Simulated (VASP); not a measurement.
Wanted: the native input for a VASP 6.6.1 run.

- Task: relaxation of cell and atoms
- Functional: PBE
- Potentials or basis: VASP PAW PBE potentials, release 64 (Ca_sv, Mg, Pd, C, N)
- Cutoff: 600 eV
- k mesh: 4 × 4 × 4
- Occupations: gaussian, width 0.1 eV
- Spin: no spin polarisation
- Dipole correction: no
- Further INCAR settings: LREAL = Auto; ALGO = Normal; EDIFF = 1e-06; IBRION = 2; EDIFFG = -0.04; NSW = 90; ISIF = 3

The structure of CaMgPdC6N6 lies in POSCAR:

```
CaMgPdC6N6
1.0
    0.0000000000      5.3180000000      5.3180000000
    5.3180000000      0.0000000000      5.3180000000
    5.3180000000      5.3180000000      0.0000000000
Ca Mg Pd C N
1 1 1 6 6
Direct
    0.5000000000      0.5000000000      0.5000000000
    0.7500000000      0.7500000000      0.7500000000
    0.0000000000      0.0000000000      0.0000000000
    0.8177886400      0.1822113600      0.1822113600
    0.1822113600      0.1822113600      0.8177886400
    0.8177886400      0.1822113600      0.8177886400
    0.1822113600      0.8177886400      0.8177886400
    0.8177886400      0.8177886400      0.1822113600
    0.1822113600      0.8177886400      0.1822113600
    0.7077848800      0.2922151200      0.2922151200
    0.2922151200      0.2922151200      0.7077848800
    0.7077848800      0.2922151200      0.7077848800
    0.2922151200      0.7077848800      0.7077848800
    0.7077848800      0.7077848800      0.2922151200
    0.2922151200      0.7077848800      0.2922151200
```

These files were run (other wordings do the same):

INCAR

```
PREC     = Accurate       # precision mode
ENCUT    = 600            # plane-wave cutoff, eV
EDIFF    = 1E-6           # SCF threshold, eV
ISMEAR   = 0              # smearing method
SIGMA    = 0.1            # smearing width, eV
LREAL    = Auto         
LASPH    = True           # aspherical terms in the spheres
NELM     = 80             # most SCF steps
ALGO     = Normal         # electronic algorithm
ISIF     = 3              # what is computed and relaxed
LWAVE    = False          # write WAVECAR
LCHARG   = False          # write CHGCAR
GGA      = PE             # functional
IBRION   = 2              # ionic algorithm
NSW      = 90             # ionic steps
EDIFFG   = -0.04          # ionic threshold
```

KPOINTS

```
Automatic mesh
0
Gamma
  4 4 4
```

Potentials or basis: VASP PAW PBE potentials, release 64 (Ca_sv, Mg, Pd, C, N).

Launch:

```sh
$ cat potpaw_PBE.64/Ca_sv/POTCAR potpaw_PBE.64/Mg/POTCAR potpaw_PBE.64/Pd/POTCAR potpaw_PBE.64/C/POTCAR potpaw_PBE.64/N/POTCAR > POTCAR
$ mpirun -np 1 vasp_std > vasp.out
```

It gave:

| Item | Value |
| --- | --- |
| Relaxed volume | 24.27 Å³/atom |
| Relaxed cell | a = 8.014 Å, b = 8.014 Å, c = 8.014 Å, α = 60.00°, β = 60.00°, γ = 60.00° |
| Space group after relaxing (to 0.1 Å) | F-43m (No. 216) |
| Pressure after relaxing | -0.2 GPa |
| Largest force after relaxing | 0.020 eV/Å |
| Band gap on the k mesh | 0.16 eV |

Caveat: the volume moved by over 15 % at a fixed basis, so the end points are rough.

Run time: 95 min on 1 thread of Intel(R) Xeon(R) Platinum 8259CL CPU @ 2.50GHz (Skylake/Cascade Lake), on a shared host, peak memory 0.63 GiB.
